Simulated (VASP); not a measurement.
# Nb3ReTe (P4mm) in VASP: further runs

The runs below take Nb3ReTe through relaxation of cell and atoms, single point, with PBE.

All numbers are computed with VASP 6.6.1; they aren't measurements. Logs are shortened: lines on timing, memory, paths and dates and some standing lists are left out, and cuts for length are marked.

## (1) The cell of the first run

The structure is tetragonal, space group P4mm (No. 99). Conventional cell: a = 3.781 Å, b = 3.781 Å, c = 7.612 Å, α = 90.00°, β = 90.00°, γ = 90.00°. Nb (site symmetry 2mm) has 6 Nb at 2.67 to 3.17 Å and 2 Te at 2.87 Å and 2 Re at 2.88 Å within 3.5 Å. Within 3.6 Å of Nb (site symmetry 4mm) lie 4 Re at 2.70 Å and 1 Te at 2.92 Å and 4 Nb at 3.17 Å. Re (site symmetry 4mm) has 8 Nb at 2.70 to 2.88 Å within 3.6 Å. Te (site symmetry 4mm) has 5 Nb at 2.87 to 2.92 Å and 4 Te at 3.78 Å within 3.8 Å.

The cell was generated, and may not be a known phase.

## (2) Relaxation of cell and atoms, PBE

Contents of INCAR:

```
SYSTEM = Nb3ReTe
  PREC = Accurate
  ENCUT = 600
  EDIFF = 1E-6
  ISMEAR = 0
  SIGMA = 0.1
  LREAL = .False.
  LASPH = .True.
  NELM = 60
  ALGO = Fast
  ISIF = 3
  LWAVE = .False.
  LCHARG = .False.
  GGA = PE
  IBRION = 2
  NSW = 100
  EDIFFG = -0.01
```

Contents of KPOINTS:

```
regular mesh
0
Gamma
  10 10 6
  0 0 0
```

Contents of POSCAR:

```
Nb3ReTe
1.0
    3.7813840334      0.0000000000      0.0000000000
    0.0000000000      3.7813840334      0.0000000000
    0.0000000000      0.0000000000      7.6117293536
Nb Re Te
3 1 1
Direct
    0.5000000000      0.0000000000      0.5823639607
    0.0000000000      0.5000000000      0.5823639607
    0.5000000000      0.5000000000      0.9158925434
    0.0000000000      0.0000000000      0.8679461743
    0.5000000000      0.5000000000      0.2992915610
```

Potentials or basis: VASP PAW PBE potentials, release 64 (Nb_sv, Re, Te).

Run with:

```
$ cat potpaw_PBE.64/Nb_sv/POTCAR potpaw_PBE.64/Re/POTCAR potpaw_PBE.64/Te/POTCAR > POTCAR
$ mpirun -np 1 vasp_std > vasp.out
```

OUTCAR:

```text
SYSTEM = Nb3ReTe
   PREC = Accurate
   ENCUT = 600
   EDIFF = 1E-6
   ISMEAR = 0
   LREAL = .False.
   LASPH = .True.
   NELM = 60
   ISIF = 3
   GGA = PE
   IBRION = 2
   NSW = 100
   EDIFFG = -0.01

 ion  position               nearest neighbor table
   1  0.500  0.000  0.582-   2 2.67   2 2.67   2 2.67   2 2.67   5 2.87   5 2.87   4 2.88   4 2.88

   2  0.000  0.500  0.582-   1 2.67   1 2.67   1 2.67   1 2.67   5 2.87   5 2.87   4 2.88   4 2.88

   3  0.500  0.500  0.916-   4 2.70   4 2.70   4 2.70   4 2.70   5 2.92
   4  0.000  0.000  0.868-   3 2.70   3 2.70   3 2.70   3 2.70   2 2.88   1 2.88   1 2.88   2 2.88

   5  0.500  0.500  0.299-   1 2.87   2 2.87   1 2.87   2 2.87   3 2.92

  LATTYP: Found a simple tetragonal cell.
 ALAT       =     3.7813840334
 C/A-ratio  =     2.0129479805

  Lattice vectors:

 A1 = (   3.7813840334,   0.0000000000,   0.0000000000)
 A2 = (   0.0000000000,   3.7813840334,   0.0000000000)
 A3 = (   0.0000000000,   0.0000000000,   7.6117293536)

Analysis of symmetry for initial positions (statically):
=====================================================================
 Subroutine PRICEL returns:
 Original cell was already a primitive cell.

 Routine SETGRP: Setting up the symmetry group for a
 simple tetragonal supercell.

 Subroutine GETGRP returns: Found  8 space group operations
 (whereof  8 operations were pure point group operations)
 out of a pool of 16 trial point group operations.

The static configuration has the point symmetry C_4v.

Analysis of symmetry for dynamics (positions and initial velocities):
=====================================================================
 Subroutine PRICEL returns:
 Original cell was already a primitive cell.

 Routine SETGRP: Setting up the symmetry group for a
 simple tetragonal supercell.

 Subroutine GETGRP returns: Found  8 space group operations
 (whereof  8 operations were pure point group operations)
 out of a pool of 16 trial point group operations.

The dynamic configuration has the point symmetry C_4v.

 Subroutine INISYM returns: Found  8 space group operations
 (whereof  8 operations are pure point group operations),
 and found     1 'primitive' translations

----------------------------------------------------------------------------------------

                                     Primitive cell

  volume of cell :     108.8391

  direct lattice vectors                    reciprocal lattice vectors
     3.781384033  0.000000000  0.000000000     0.264453436  0.000000000  0.000000000
     0.000000000  3.781384033  0.000000000     0.000000000  0.264453436  0.000000000
     0.000000000  0.000000000  7.611729354     0.000000000  0.000000000  0.131376190

  length of vectors
     3.781384033  3.781384033  7.611729354     0.264453436  0.264453436  0.131376190

  position of ions in fractional coordinates (direct lattice)
     0.500000000  0.000000000  0.582363961
     0.000000000  0.500000000  0.582363961
     0.500000000  0.500000000  0.915892543
     0.000000000  0.000000000  0.867946174
     0.500000000  0.500000000  0.299291561

  ion indices of the primitive-cell ions
   primitive index   ion index
                 1           1
                 2           2
                 3           3
                 4           4
                 5           5

----------------------------------------------------------------------------------------

 KPOINTS: regular mesh

Automatic generation of k-mesh.
 Grid dimensions read from file:
 generate k-points for:   10   10    6

 Generating k-lattice:

  Cartesian coordinates                     Fractional coordinates (reciprocal lattice)
     0.026445344  0.000000000  0.000000000     0.100000000  0.000000000  0.000000000
     0.000000000  0.026445344  0.000000000     0.000000000  0.100000000  0.000000000
     0.000000000  0.000000000  0.021896032     0.000000000  0.000000000  0.166666667

  Length of vectors
     0.026445344  0.026445344  0.021896032

  Shift w.r.t. Gamma in fractional coordinates (k-lattice)
     0.000000000  0.000000000  0.000000000

 Subroutine IBZKPT returns following result:
 ===========================================

 Found     84 irreducible k-points:

 Following reciprocal coordinates:
            Coordinates               Weight
  0.000000  0.000000  0.000000      1.000000
  0.100000  0.000000  0.000000      4.000000
  0.200000  0.000000  0.000000      4.000000
  0.300000  0.000000  0.000000      4.000000
  0.400000  0.000000  0.000000      4.000000
  0.500000  0.000000  0.000000      2.000000
[... 16 lines left out ...]
  0.100000  0.000000  0.166667      8.000000
  0.200000  0.000000  0.166667      8.000000
 [... further k-points ...]
   k-points           NKPTS =     84   k-points in BZ     NKDIM =     84   number of bands    NBANDS=     31
   number of dos      NEDOS =    301   number of ions     NIONS =      5
   total plane-waves  NPLWV =  57600
   dimension x,y,z NGX =    30 NGY =   30 NGZ =   64
   dimension x,y,z NGXF=    60 NGYF=   60 NGZF=  128
   ions per type =               3   1   1
   NGX,Y,Z   is equivalent  to a cutoff of  13.19, 13.19, 13.98 a.u.
   NGXF,Y,Z  is equivalent  to a cutoff of  26.38, 26.38, 27.96 a.u.
 SYSTEM =  Nb3ReTe
   PREC   = accura    normal or accurate (medium, high low for compatibility)
   ISTART =      0    job   : 0-new  1-cont  2-samecut
   ICHARG =      2    charge: 1-file 2-atom 10-const
   ISPIN  =      1    spin polarized calculation?
   LNONCOLLINEAR =      F non collinear calculations
   LSORBIT =      F    spin-orbit coupling
   LASPH  =      T    aspherical Exc in radial PAW
   ENCUT  =  600.0 eV  44.10 Ry    6.64 a.u.   7.55  7.55 15.20*2*pi/ulx,y,z
   NELM   =     60;   NELMIN=  2; NELMDL= -5     # of ELM steps
   EDIFF  = 0.1E-05   stopping-criterion for ELM
   LREAL  =      F    real-space projection
   EDIFFG = -.1E-01   stopping-criterion for IOM
   NSW    =    100    number of steps for IOM
   IBRION =      2    ionic relax: 0-MD 1-quasi-New 2-CG
   NFREE  =      1    steps in history (QN), initial steepest desc. (CG)
   ISIF   =      3    stress and relaxation
   ISYM   =      2    0-nonsym 1-usesym 2-fastsym
   POTIM  = 0.5000    time-step for ionic-motion
   TEBEG  =    0.0;   TEEND  =   0.0 temperature during run
   PSTRESS=    0.0 pullay stress
   NELECT =      52.0000    total number of electrons
   NUPDOWN=      -1.0000    fix difference up-down
   EMIN   =  10.00;   EMAX   =-10.00  energy-range for DOS
   EFERMI =   0.00;   METHOD = LEGACY
   ISMEAR =     0;   SIGMA  =   0.10  broadening in eV -4-tet -1-fermi 0-gaus
   EFERMI_NEDOS =   21; number of points for ismear=-14 and -15
   IALGO  =     68    algorithm
   IMIX   =      4    mixing-type and parameters
     AMIX     =   0.40;   BMIX     =  1.00
     AMIX_MAG =   1.60;   BMIX_MAG =  1.00
  volume/ion in A,a.u.               =      21.77       146.90
  Fermi-wavevector in a.u.,A,eV,Ry     =   1.279816  2.418502 22.285388  1.637930
  Thomas-Fermi vector in A             =   2.412280
   LORBIT       =      0    0 simple, 1 ext, 2 COOP (PROOUT), +10 PAW based schemes
   GGA     = PE    functional components
   LHFCALC =     F    Hartree Fock is set to
   AEXX    =    0.0000 exact exchange contribution
   IVDW    =     0    specifies the selected vdW correction
   LEPSILON=     F    determine dielectric tensor
   LRPA    =     F    only Hartree local field effects (RPA)
 conjugate gradient relaxation of ions
 non-spin polarized calculation
 RMM-DIIS sequential band-by-band and
 Gauss-broadening in eV      SIGMA  =   0.10
  energy-cutoff  :      600.00
  volume of cell :      108.84
 maximum number of plane-waves:      3663
   NGX = 15   NGY = 15   NGZ = 31

--------------------------------------- Ionic step        1  -------------------------------------------

 number of electron      52.0000001 magnetization

 Free energy of the ion-electron system (eV)
  ---------------------------------------------------
  ext. energy  EPLUGINS =         0.00000000
  ---------------------------------------------------
  free energy    TOTEN  =       -45.10153385 eV

  energy without entropy =      -45.08498349  energy(sigma->0) =      -45.09325867

------------------------ aborting loop EDIFF was not reached (unconverged)  ----------------------------

  FORCE on cell =-STRESS in cart. coord.  units (eV):
  Direction    XX          YY          ZZ          XY          YZ          ZX
  --------------------------------------------------------------------------------------
  -------------------------------------------------------------------------------------
  Total       -0.3486655     -0.3486655     -1.6897553      0.0000000      0.0000000      0.0000000
  in kB       -5.1325676     -5.1325676    -24.8742204      0.0000000      0.0000000      0.0000000
  external PRESSURE =     -11.7131186 kB  Pullay stress =       0.0000000 kB
[... 98 lines left out ...]
  FREE ENERGIE OF THE ION-ELECTRON SYSTEM (eV)
  ---------------------------------------------------
  free  energy   TOTEN  =       -45.0440515015 eV

  energy  without entropy=      -45.0274067479  energy(sigma->0) =      -45.03572912

[... ionic steps 4 to 17 ...]

--------------------------------------- Ionic step       18  -------------------------------------------

 number of electron      52.0000000 magnetization

------------------------ aborting loop because EDIFF is reached ----------------------------------------

  FORCE on cell =-STRESS in cart. coord.  units (eV):
  Direction    XX          YY          ZZ          XY          YZ          ZX
  --------------------------------------------------------------------------------------
  -------------------------------------------------------------------------------------
  Total       -0.0172062     -0.0172062     -0.0152528      0.0000000      0.0000000      0.0000000
  in kB       -0.2535690     -0.2535690     -0.2247820      0.0000000      0.0000000      0.0000000
  external PRESSURE =      -0.2439733 kB  Pullay stress =       0.0000000 kB
[... 63 lines left out ...]
  energy  without entropy=      -45.0928114284  energy(sigma->0) =      -45.10092107

--------------------------------------- Ionic step       20  -------------------------------------------

 number of electron      52.0000000 magnetization

 Free energy of the ion-electron system (eV)
  ---------------------------------------------------
  ext. energy  EPLUGINS =         0.00000000
  ---------------------------------------------------
  free energy    TOTEN  =       -45.10903074 eV

  energy without entropy =      -45.09280301  energy(sigma->0) =      -45.10091687

 E-fermi :   8.4110     XC(G=0): -11.1987

 val. band max:        8.4051943012   @ k =   0.3000   0.2000   0.3333
 cond. band min:       8.4171157671   @ k =   0.1000   0.1000   0.3333
 fundamental gap:      0.0119214660
 Fermi energy:         8.4110240099

 k-point     1 :       0.0000    0.0000    0.0000
  band No.  band energies     occupation
      1     -46.4538      2.00000
      2     -46.3932      2.00000
      3     -45.9695      2.00000
      4     -23.0034      2.00000
      5     -23.0034      2.00000
      6     -22.7064      2.00000
[... 805 lines left out ...]
     30      10.3691      0.00000
     31      10.8822      0.00000

 [... further k-points ...]
[... 5 lines left out ...]
  --------------------------------------------------------------------------------------
  -------------------------------------------------------------------------------------
  Total       -0.0145888     -0.0145888     -0.0028609      0.0000000      0.0000000      0.0000000
  in kB       -0.2149918     -0.2149918     -0.0421598      0.0000000      0.0000000      0.0000000
  external PRESSURE =      -0.1573812 kB  Pullay stress =       0.0000000 kB
[... 20 lines left out ...]
  FREE ENERGIE OF THE ION-ELECTRON SYSTEM (eV)
  ---------------------------------------------------
  free  energy   TOTEN  =       -45.1090307376 eV

  energy  without entropy=      -45.0928030089  energy(sigma->0) =      -45.10091687

 reached required accuracy - stopping structural energy minimisation
```

It took 80 min on 1 thread of Intel Xeon 6975P-C (Granite Rapids), shared host; peak memory 0.49 GiB.

What came out:

| Property | Result |
| --- | --- |
| Free energy | -45.1090 eV |
| Relaxed volume | 21.74 Å³/atom |
| Relaxed cell | a = 3.782 Å, b = 3.782 Å, c = 7.601 Å, α = 90.00°, β = 90.00°, γ = 90.00° |
| Space group after relaxing (to 0.1 Å) | P4mm (No. 99) |
| Energy gained by relaxing | 1.5 meV/atom |
| Ionic steps | 20 |
| Pressure after relaxing | 0.0 GPa |
| Largest force after relaxing | 0.006 eV/Å |
| Band gap on the k mesh | zero (bands 26 and 27 overlap by 0.90 eV) |

Forces in eV/Å, atoms in the order of the input:
```
Nb   0.000  0.000 -0.005
Nb   0.000  0.000 -0.005
Nb   0.000  0.000  0.002
Re   0.000  0.000  0.006
Te   0.000  0.000  0.002
```

The path:
```tsv
step	energy change (eV)	largest force (eV/Å)	pressure (GPa)	volume (Å³)
1	0.0000	0.0877	-1.17	108.84
2	0.0238	0.2771	3.35	106.35
3	0.0575	0.2252	0.59	108.23
4	-0.0064	0.0850	0.52	108.35
5	-0.0042	0.0744	0.17	108.59
6	-0.0071	0.0595	0.17	108.64
7	-0.0071	0.0612	0.02	108.74
8	-0.0072	0.0544	0.05	108.70
9	-0.0072	0.0552	0.04	108.69
10	-0.0071	0.0568	0.06	108.66
11	-0.0074	0.0284	-0.02	108.75
12	-0.0074	0.0256	-0.06	108.77
13	-0.0074	0.0198	-0.13	108.82
14	-0.0074	0.0303	-0.10	108.79
15	-0.0075	0.0099	0.05	108.68
16	-0.0075	0.0137	0.06	108.70
17	-0.0075	0.0134	-0.05	108.74
18	-0.0075	0.0103	-0.02	108.72
19	-0.0075	0.0103	0.00	108.72
20	-0.0075	0.0055	-0.02	108.72
```

Final structure:
```xyz
5
Lattice="3.7820 0.0000 0.0000 0.0000 3.7820 0.0000 0.0000 0.0000 7.6010" Properties=species:S:1:pos:R:3 pbc="T T T"
Nb    1.8910    0.0000    4.4271
Nb    0.0000    1.8910    4.4271
Nb    1.8910    1.8910    6.9565
Re    0.0000    0.0000    6.6037
Te    1.8910    1.8910    2.2726
```

Caveat: spin-orbit coupling is left out, which moves the levels of the heavy elements.

## (3) Single point, PBE

Contents of INCAR:

```
PREC = Accurate ; ENCUT = 590
EDIFF = 1E-6 ; ISMEAR = 0
SIGMA = 0.1 ; LREAL = False
LASPH = True ; NELM = 300
ALGO = All ; ISIF = 2
LWAVE = False ; LCHARG = False
GGA = PE ; NBANDS = 34
GGA_COMPAT = False ; ISEARCH = 1
KPAR = 4
```

Contents of KPOINTS:

```
Automatic mesh
0
Gamma
  10 10 6
```

Contents of POSCAR:

```
Nb3ReTe
1.0
    3.7832857495      0.0000000000      0.0000000000
    0.0000000000      3.7832857495      0.0000000000
    0.0000000000      0.0000000000      7.6060969518
Nb Re Te
3 1 1
Direct
    0.5000000000      0.0000000000      0.5824027497
    0.0000000000      0.5000000000      0.5824027497
    0.5000000000      0.5000000000      0.9152616133
    0.0000000000      0.0000000000      0.8687905935
    0.5000000000      0.5000000000      0.2990004939
```

Potentials or basis: VASP PAW PBE potentials, release 64 (Nb_sv, Re, Te).

Run with:

```
$ cat potpaw_PBE.64/Nb_sv/POTCAR potpaw_PBE.64/Re/POTCAR potpaw_PBE.64/Te/POTCAR > POTCAR
$ mpirun -np 4 vasp_std > vasp.out
```

Run time: 6.6 min. Hardware: 4 MPI ranks of Intel Xeon Platinum 8488C (Sapphire Rapids), shared host; peak memory 0.77 GiB.

The run converged. Its results:

```
Free energy            : -45.1088 eV
Pressure               : -0.2 GPa
Largest force          : 0.020 eV/Å
Band gap on the k mesh : zero (bands 26 and 27 overlap by 0.90 eV)
```

Forces on the atoms (eV/Å):
```
Nb   0.000  0.000  0.001
Nb   0.000  0.000  0.001
Nb   0.000  0.000 -0.011
Re   0.000  0.000 -0.012
Te   0.000  0.000  0.020
```

Levels at points of the mesh, in eV from the Fermi level:
| k point | band 22 | band 23 | band 24 | band 25 | band 26 | band 27 | band 28 | band 29 | band 30 | band 31 |
| --- | --- | --- | --- | --- | --- | --- | --- | --- | --- | --- |
| (0.00, 0.00, 0.00) | -2.48 | -0.78 | -0.78 | -0.37 | 0.45 | 1.29 | 1.29 | 1.85 | 1.85 | 1.97 |
| (0.50, 0.00, 0.00) | -1.39 | -1.24 | -1.06 | -0.62 | -0.27 | 0.43 | 0.78 | 0.85 | 1.49 | 1.76 |
| (0.50, 0.50, 0.00) | -1.59 | -1.59 | -0.58 | -0.39 | 0.31 | 0.97 | 0.97 | 1.50 | 1.50 | 1.96 |
| (0.00, 0.00, 0.50) | -2.09 | -1.46 | -1.46 | -0.35 | 0.21 | 1.48 | 1.48 | 1.78 | 2.55 | 2.55 |
| (0.50, 0.00, 0.50) | -1.36 | -1.25 | -0.84 | -0.28 | -0.03 | 0.42 | 0.68 | 0.95 | 0.95 | 1.19 |
| (0.50, 0.50, 0.50) | -1.69 | -1.69 | -1.27 | -0.17 | 0.24 | 0.24 | 0.31 | 1.46 | 1.46 | 1.95 |

Caveat: spin-orbit coupling is left out, which moves the levels of the heavy elements.
